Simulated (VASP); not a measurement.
# AgCl in VASP: further runs, part 2 of 2

VASP 6.6.1. The steps go on from the part before.

## Step 3: Single point, PBE (strain -0.080 along x and y, -0.040 along z)

The input, INCAR:

```
SYSTEM = AgCl
PREC     = Accurate       ! precision mode
ENCUT    = 520            ! plane-wave cutoff, eV
EDIFF    = 1E-7           ! SCF threshold, eV
ISMEAR   = 0              ! smearing method
SIGMA    = 0.05           ! smearing width, eV
LREAL    = .FALSE.        ! projectors in reciprocal space
LASPH    = .TRUE.         ! aspherical terms in the spheres
NELM     = 60             ! most SCF steps
ALGO     = Normal         ! electronic algorithm
ISIF     = 2              ! what is computed and relaxed
LWAVE    = .FALSE.        ! write WAVECAR
LCHARG   = .FALSE.        ! write CHGCAR
GGA      = PE             ! functional
NBANDS   = 16             ! bands
```

The input, KPOINTS:

```
Automatic mesh
0
G
  8 8 8
  0 0 0
```

The input, POSCAR:

```
AgCl
1.0
    0.0000000000      2.5815410227      2.6937819368
    2.5815410227      0.0000000000      2.6937819368
    2.5815410227      2.5815410227      0.0000000000
Ag Cl
1 1
Direct
    0.5000000000      0.5000000000      0.5000000000
    0.0000000000      0.0000000000      0.0000000000
```

Potentials or basis: VASP PAW PBE potentials, release 64 (Ag, Cl).

Started as:

```bash
$ cat potpaw_PBE.64/Ag/POTCAR potpaw_PBE.64/Cl/POTCAR > POTCAR
$ mpirun -np 1 vasp_std > vasp.out
```

OUTCAR:

```text
SYSTEM = AgCl
   PREC = Accurate
   ENCUT = 520
   EDIFF = 1E-7
   ISMEAR = 0
   LREAL = .FALSE.
   LASPH = .TRUE.
   NELM = 60
   ISIF = 2
   GGA = PE

 ion  position               nearest neighbor table
   1  0.500  0.500  0.500-   2 2.58   2 2.58   2 2.58   2 2.58   2 2.69   2 2.69
   2  0.000  0.000  0.000-   1 2.58   1 2.58   1 2.58   1 2.58   1 2.69   1 2.69

  LATTYP: Found a body centered tetragonal cell.
 ALAT       =     3.6508503261
 C/A-ratio  =     1.4757011086

  Lattice vectors:

 A1 = (  -2.5815410227,   0.0000000000,   2.6937819368)
 A2 = (   2.5815410227,   0.0000000000,   2.6937819368)
 A3 = (   0.0000000000,   2.5815410227,  -2.6937819368)

Analysis of symmetry for initial positions (statically):
=====================================================================
 Subroutine PRICEL returns:
 Original cell was already a primitive cell.

 Routine SETGRP: Setting up the symmetry group for a
 body centered tetragonal supercell.

 Subroutine GETGRP returns: Found 16 space group operations
 (whereof 16 operations were pure point group operations)
 out of a pool of 16 trial point group operations.

The static configuration has the point symmetry D_4h.

Analysis of symmetry for dynamics (positions and initial velocities):
=====================================================================
 Subroutine PRICEL returns:
 Original cell was already a primitive cell.

 Routine SETGRP: Setting up the symmetry group for a
 body centered tetragonal supercell.

 Subroutine GETGRP returns: Found 16 space group operations
 (whereof 16 operations were pure point group operations)
 out of a pool of 16 trial point group operations.

The dynamic configuration has the point symmetry D_4h.

 Subroutine INISYM returns: Found 16 space group operations
 (whereof 16 operations are pure point group operations),
 and found     1 'primitive' translations

----------------------------------------------------------------------------------------

                                     Primitive cell

  volume of cell :      35.9046

  direct lattice vectors                    reciprocal lattice vectors
     0.000000000  2.581541023  2.693781937    -0.193682764  0.193682764  0.185612649
     2.581541023  0.000000000  2.693781937     0.193682764 -0.193682764  0.185612649
     2.581541023  2.581541023  0.000000000     0.193682764  0.193682764 -0.185612649

  length of vectors
     3.731060865  3.731060865  3.650850326     0.330874721  0.330874721  0.330874721

  position of ions in fractional coordinates (direct lattice)
     0.500000000  0.500000000  0.500000000
     0.000000000  0.000000000  0.000000000

  ion indices of the primitive-cell ions
   primitive index   ion index
                 1           1
                 2           2

----------------------------------------------------------------------------------------

 KPOINTS: Automatic mesh

Automatic generation of k-mesh.
 Grid dimensions read from file:
 generate k-points for:    8    8    8

 Generating k-lattice:

  Cartesian coordinates                     Fractional coordinates (reciprocal lattice)
    -0.024210345  0.024210345  0.023201581     0.125000000  0.000000000  0.000000000
     0.024210345 -0.024210345  0.023201581     0.000000000  0.125000000  0.000000000
     0.024210345  0.024210345 -0.023201581     0.000000000  0.000000000  0.125000000

  Length of vectors
     0.041359340  0.041359340  0.041359340

  Shift w.r.t. Gamma in fractional coordinates (k-lattice)
     0.000000000  0.000000000  0.000000000

 Subroutine IBZKPT returns following result:
 ===========================================

 Found     59 irreducible k-points:

 Following reciprocal coordinates:
            Coordinates               Weight
  0.000000  0.000000  0.000000      1.000000
  0.125000  0.000000  0.000000      8.000000
  0.250000  0.000000  0.000000      8.000000
  0.375000  0.000000  0.000000      8.000000
  0.500000  0.000000  0.000000      4.000000
  0.125000  0.125000  0.000000      2.000000
[... 16 lines left out ...]
  0.250000  0.000000  0.125000     16.000000
  0.375000  0.000000  0.125000     16.000000
 [... further k-points ...]
   k-points           NKPTS =     59   k-points in BZ     NKDIM =     59   number of bands    NBANDS=     16
   number of dos      NEDOS =    301   number of ions     NIONS =      2
   total plane-waves  NPLWV =  21952
   dimension x,y,z NGX =    28 NGY =   28 NGZ =   28
   dimension x,y,z NGXF=    56 NGYF=   56 NGZF=   56
   ions per type =               1   1
   NGX,Y,Z   is equivalent  to a cutoff of  12.48, 12.48, 12.75 a.u.
   NGXF,Y,Z  is equivalent  to a cutoff of  24.95, 24.95, 25.50 a.u.
 SYSTEM =  AgCl
   PREC   = accura    normal or accurate (medium, high low for compatibility)
   ISTART =      0    job   : 0-new  1-cont  2-samecut
   ICHARG =      2    charge: 1-file 2-atom 10-const
   ISPIN  =      1    spin polarized calculation?
   LNONCOLLINEAR =      F non collinear calculations
   LSORBIT =      F    spin-orbit coupling
   LASPH  =      T    aspherical Exc in radial PAW
   ENCUT  =  520.0 eV  38.22 Ry    6.18 a.u.   6.94  6.94  6.79*2*pi/ulx,y,z
   NELM   =     60;   NELMIN=  2; NELMDL= -5     # of ELM steps
   EDIFF  = 0.1E-06   stopping-criterion for ELM
   LREAL  =      F    real-space projection
   EDIFFG = 0.1E-05   stopping-criterion for IOM
   NSW    =      0    number of steps for IOM
   IBRION =     -1    ionic relax: 0-MD 1-quasi-New 2-CG
   NFREE  =      0    steps in history (QN), initial steepest desc. (CG)
   ISIF   =      2    stress and relaxation
   ISYM   =      2    0-nonsym 1-usesym 2-fastsym
   POTIM  = 0.5000    time-step for ionic-motion
   TEBEG  =    0.0;   TEEND  =   0.0 temperature during run
   PSTRESS=    0.0 pullay stress
   NELECT =      18.0000    total number of electrons
   NUPDOWN=      -1.0000    fix difference up-down
   EMIN   =  10.00;   EMAX   =-10.00  energy-range for DOS
   EFERMI =   0.00;   METHOD = LEGACY
   ISMEAR =     0;   SIGMA  =   0.05  broadening in eV -4-tet -1-fermi 0-gaus
   EFERMI_NEDOS =   21; number of points for ismear=-14 and -15
   IALGO  =     38    algorithm
   IMIX   =      4    mixing-type and parameters
     AMIX     =   0.40;   BMIX     =  1.00
     AMIX_MAG =   1.60;   BMIX_MAG =  1.00
  volume/ion in A,a.u.               =      17.95       121.15
  Fermi-wavevector in a.u.,A,eV,Ry     =   1.300515  2.457618 23.012082  1.691340
  Thomas-Fermi vector in A             =   2.431709
   LORBIT       =      0    0 simple, 1 ext, 2 COOP (PROOUT), +10 PAW based schemes
   GGA     = PE    functional components
   LHFCALC =     F    Hartree Fock is set to
   AEXX    =    0.0000 exact exchange contribution
   IVDW    =     0    specifies the selected vdW correction
   LEPSILON=     F    determine dielectric tensor
   LRPA    =     F    only Hartree local field effects (RPA)
 non-spin polarized calculation
 Gauss-broadening in eV      SIGMA  =   0.05
  energy-cutoff  :      520.00
  volume of cell :       35.90
 maximum number of plane-waves:       983
   NGX = 13   NGY = 13   NGZ = 13

 number of electron      17.9999997 magnetization

 Free energy of the ion-electron system (eV)
  ---------------------------------------------------
  ext. energy  EPLUGINS =         0.00000000
  ---------------------------------------------------
  free energy    TOTEN  =        -5.07975146 eV

  energy without entropy =       -5.07975146  energy(sigma->0) =       -5.07975146

 E-fermi :   6.7051     XC(G=0): -10.8912

 val. band max:        6.3991046686   @ k =   0.5000   0.0000   0.0000
 cond. band min:       7.1821725568   @ k =   0.0000   0.0000   0.0000
 fundamental gap:      0.7830678882
 Fermi energy:         6.7051451702

 k-point     1 :       0.0000    0.0000    0.0000
  band No.  band energies     occupation
      1     -10.2331      2.00000
      2       2.8300      2.00000
      3       2.9772      2.00000
      4       2.9869      2.00000
      5       2.9869      2.00000
      6       2.9922      2.00000
[... 8 lines left out ...]
     15      19.8336      0.00000
     16      19.9471      0.00000
[... 419 lines left out ...]
 k-point    24 :       0.3750    0.0000    0.1250
  band No.  band energies     occupation
      1      -9.6693      2.00000
      2      -0.0164      2.00000
      3       1.0097      2.00000
      4       1.2996      2.00000
      5       3.1926      2.00000
      6       3.4465      2.00000
[... 8 lines left out ...]
     15      20.0940      0.00000
     16      20.9016      0.00000

 [... further k-points ...]
[... 5 lines left out ...]
  --------------------------------------------------------------------------------------
  -------------------------------------------------------------------------------------
  Total        3.7012328      3.7012328      2.7468318      0.0000000      0.0000000      0.0000000
  in kB      165.1606139    165.1606139    122.5722480      0.0000000      0.0000000      0.0000000
  external PRESSURE =     150.9644920 kB  Pullay stress =       0.0000000 kB

 VOLUME and BASIS-vectors are now :
 -----------------------------------------------------------------------------
  energy-cutoff  :      520.00
  volume of cell :       35.90
      direct lattice vectors                 reciprocal lattice vectors
     0.000000000  2.581541023  2.693781937    -0.193682764  0.193682764  0.185612649
     2.581541023  0.000000000  2.693781937     0.193682764 -0.193682764  0.185612649
     2.581541023  2.581541023  0.000000000     0.193682764  0.193682764 -0.185612649

 POSITION                                       TOTAL-FORCE (eV/Angst)
 -----------------------------------------------------------------------------------
      2.58154      2.58154      2.69378        -0.000000     -0.000000     -0.000000
      0.00000      0.00000      0.00000         0.000000      0.000000      0.000000
 -----------------------------------------------------------------------------------
    total drift:                                0.000000      0.000000      0.000000

  FREE ENERGIE OF THE ION-ELECTRON SYSTEM (eV)
  ---------------------------------------------------
  free  energy   TOTEN  =        -5.0797514608 eV

  energy  without entropy=       -5.0797514608  energy(sigma->0) =       -5.07975146
```

It took 35 s on 1 thread of AMD EPYC 7R43 (Zen 3), shared host; peak memory 0.14 GiB.

What came out:

* Free energy: -5.0798 eV
* Pressure: 15.1 GPa
* Band gap on the k mesh: 0.78 eV, indirect (least direct gap 3.52 eV)

Stress tensor (GPa, compression positive):
```
16.52  0.00  0.00
 0.00 16.52  0.00
 0.00  0.00 12.26
```

Caveat: the cell differs from its parent crystal (strain -0.080 along x and y, -0.040 along z). A k mesh can miss the band edges.

## Step 4: Single point, PBE (strain -0.040 along x and y, +0.000 along z)

The input, INCAR:

```
SYSTEM = AgCl
PREC = Accurate ; ENCUT = 520
EDIFF = 1E-7 ; ISMEAR = 0
SIGMA = 0.05 ; LREAL = .False.
LASPH = .True. ; NELM = 60
ALGO = Normal ; ISIF = 2
LWAVE = .False. ; LCHARG = .True.
GGA = PE ; LELF = .True.
LVHAR = .True. ; NBANDS = 16
```

The input, KPOINTS:

```
Automatic mesh
0
Gamma
  8 8 8
  0 0 0
```

The input, POSCAR:

```
AgCl
1.0
    0.0000000000      2.6937819368      2.8060228508
    2.6937819368      0.0000000000      2.8060228508
    2.6937819368      2.6937819368      0.0000000000
Ag Cl
1 1
Direct
    0.5000000000      0.5000000000      0.5000000000
    0.0000000000      0.0000000000      0.0000000000
```

Potentials or basis: VASP PAW PBE potentials, release 64 (Ag, Cl).

Started as:

```bash
$ cat potpaw_PBE.64/Ag/POTCAR potpaw_PBE.64/Cl/POTCAR > POTCAR
$ mpirun -np 1 vasp_std > vasp.out
```

OUTCAR:

```text
SYSTEM = AgCl
   PREC = Accurate
   ENCUT = 520
   EDIFF = 1E-7
   ISMEAR = 0
   LREAL = .False.
   LASPH = .True.
   NELM = 60
   ISIF = 2
   GGA = PE

 ion  position               nearest neighbor table
   1  0.500  0.500  0.500-   2 2.69   2 2.69   2 2.69   2 2.69   2 2.81   2 2.81
   2  0.000  0.000  0.000-   1 2.69   1 2.69   1 2.69   1 2.69   1 2.81   1 2.81

  LATTYP: Found a body centered tetragonal cell.
 ALAT       =     3.8095829491
 C/A-ratio  =     1.4731391275

  Lattice vectors:

 A1 = (  -2.6937819368,   0.0000000000,   2.8060228508)
 A2 = (   2.6937819368,   0.0000000000,   2.8060228508)
 A3 = (   0.0000000000,   2.6937819368,  -2.8060228508)

Analysis of symmetry for initial positions (statically):
=====================================================================
 Subroutine PRICEL returns:
 Original cell was already a primitive cell.

 Routine SETGRP: Setting up the symmetry group for a
 body centered tetragonal supercell.

 Subroutine GETGRP returns: Found 16 space group operations
 (whereof 16 operations were pure point group operations)
 out of a pool of 16 trial point group operations.

The static configuration has the point symmetry D_4h.

Analysis of symmetry for dynamics (positions and initial velocities):
[... 157 lines left out ...]

  energy without entropy =       -5.35517402  energy(sigma->0) =       -5.35517402

 E-fermi :   4.8052     XC(G=0): -10.2075

 val. band max:        4.5623786196   @ k =   0.5000  -0.0000   0.0000
 cond. band min:       5.3362749000   @ k =   0.0000   0.0000   0.0000
 fundamental gap:      0.7738962804
 Fermi energy:         4.8052475485

 k-point     1 :       0.0000    0.0000    0.0000
  band No.  band energies     occupation
      1     -11.0572      2.00000
      2       1.7047      2.00000
      3       1.8156      2.00000
      4       1.8156      2.00000
      5       1.8158      2.00000
      6       1.8251      2.00000
[... 433 lines left out ...]
      3       0.1357      2.00000
      4       0.3868      2.00000
      5       1.9697      2.00000
      6       2.1585      2.00000
[... 8 lines left out ...]
     15      18.2250      0.00000
     16      18.6745      0.00000

 [... further k-points ...]
[... 5 lines left out ...]
  --------------------------------------------------------------------------------------
  -------------------------------------------------------------------------------------
  Total        1.2187830      1.2187830      0.8006691      0.0000000      0.0000000      0.0000000
  in kB       47.9502544     47.9502544     31.5005078      0.0000000      0.0000000      0.0000000
  external PRESSURE =      42.4670055 kB  Pullay stress =       0.0000000 kB

 VOLUME and BASIS-vectors are now :
 -----------------------------------------------------------------------------
  energy-cutoff  :      520.00
  volume of cell :       40.72
      direct lattice vectors                 reciprocal lattice vectors
     0.000000000  2.693781937  2.806022851    -0.185612649  0.185612649  0.178188143
     2.693781937  0.000000000  2.806022851     0.185612649 -0.185612649  0.178188143
     2.693781937  2.693781937  0.000000000     0.185612649  0.185612649 -0.178188143

 POSITION                                       TOTAL-FORCE (eV/Angst)
 -----------------------------------------------------------------------------------
      2.69378      2.69378      2.80602         0.000000      0.000000      0.000000
      0.00000      0.00000      0.00000         0.000000     -0.000000     -0.000000
 -----------------------------------------------------------------------------------
    total drift:                                0.000000      0.000000      0.000000

  FREE ENERGIE OF THE ION-ELECTRON SYSTEM (eV)
  ---------------------------------------------------
  free  energy   TOTEN  =        -5.3551740177 eV

  energy  without entropy=       -5.3551740177  energy(sigma->0) =       -5.35517402
```

OSZICAR:

```text
N       E                     dE             d eps       ncg     rms          rms(c)
DAV:   1     0.921202358800E+02    0.92120E+02   -0.86169E+03  1888   0.102E+03
DAV:   2    -0.247701104682E+01   -0.94597E+02   -0.86971E+02  2328   0.216E+02
DAV:   3    -0.551699869305E+01   -0.30400E+01   -0.30318E+01  2400   0.398E+01
DAV:   4    -0.553208006482E+01   -0.15081E-01   -0.15080E-01  2312   0.322E+00
DAV:   5    -0.553223965934E+01   -0.15959E-03   -0.15959E-03  2440   0.330E-01    0.708E+00
DAV:   6    -0.535985887599E+01    0.17238E+00   -0.23978E-01  2360   0.649E+00    0.456E+00
DAV:   7    -0.535581345048E+01    0.40454E-02   -0.97696E-02  2296   0.207E+00    0.210E+00
DAV:   8    -0.535505097332E+01    0.76248E-03   -0.42793E-03  2240   0.683E-01    0.320E-01
DAV:   9    -0.535511582205E+01   -0.64849E-04   -0.52908E-04  2400   0.264E-01    0.332E-02
DAV:  10    -0.535516984174E+01   -0.54020E-04   -0.65831E-05  2304   0.741E-02    0.242E-02
DAV:  11    -0.535517399261E+01   -0.41509E-05   -0.51244E-06  2384   0.167E-02    0.494E-03
DAV:  12    -0.535517409535E+01   -0.10273E-06   -0.61217E-07  2280   0.544E-03    0.150E-03
DAV:  13    -0.535517401765E+01    0.77694E-07   -0.72047E-08  1944   0.220E-03
   1 F= -.53551740E+01 E0= -.53551740E+01  d E =-.125587E-13
```

Wall time 53 s (1 thread of AMD EPYC 7R43 (Zen 3), shared host); peak memory 0.15 GiB.

What came out:

```
Free energy            : -5.3552 eV
Pressure               : 4.2 GPa
Band gap on the k mesh : 0.77 eV, indirect (least direct gap 3.34 eV)
```

Stress tensor (GPa, compression positive):
```
4.80 0.00 0.00
0.00 4.80 0.00
0.00 0.00 3.15
```

Levels at points of the mesh, in eV from the valence-band top:
| k point | band 7 | band 8 | band 9 | band 10 | band 11 | band 12 |
| --- | --- | --- | --- | --- | --- | --- |
| (0.00, 0.00, 0.00) | -2.71 | -2.71 | -2.58 | 0.77 | 10.63 | 10.74 |
| (0.50, 0.00, 0.00) | -2.03 | -0.28 | 0.00 | 3.97 | 6.68 | 7.25 |
| (0.50, 0.50, 0.00) | -2.24 | -2.24 | -2.13 | 2.21 | 7.99 | 8.37 |
| (0.50, 0.00, 0.50) | -2.26 | -2.22 | -2.11 | 2.15 | 7.74 | 8.78 |

Caveat: the cell differs from its parent crystal (strain -0.040 along x and y, +0.000 along z).

## Step 5: Overview

| cell | gap on the mesh (eV) | pressure (GPa) |
| --- | --- | --- |
| a = 4.286 Å, angles 60.0°, 2 atoms | 1.09 | -5.3 |
| a = 3.731, b = 3.731, c = 3.651 Å, angles 60.7, 60.7, 58.6°, 2 atoms | 0.78 | 15.1 |
| a = 3.890, b = 3.890, c = 3.810 Å, angles 60.7, 60.7, 58.6°, 2 atoms | 0.77 | 4.2 |

Alike in all rows: task single point; level PBE; potentials or basis VASP PAW PBE potentials, release 64 (Ag, Cl); no spin polarisation; k mesh 8 × 8 × 8; cutoff (eV) 520; smearing gaussian 0.05 eV.

Total energies depend on the potentials used, so only differences within one code and one set of settings carry meaning.
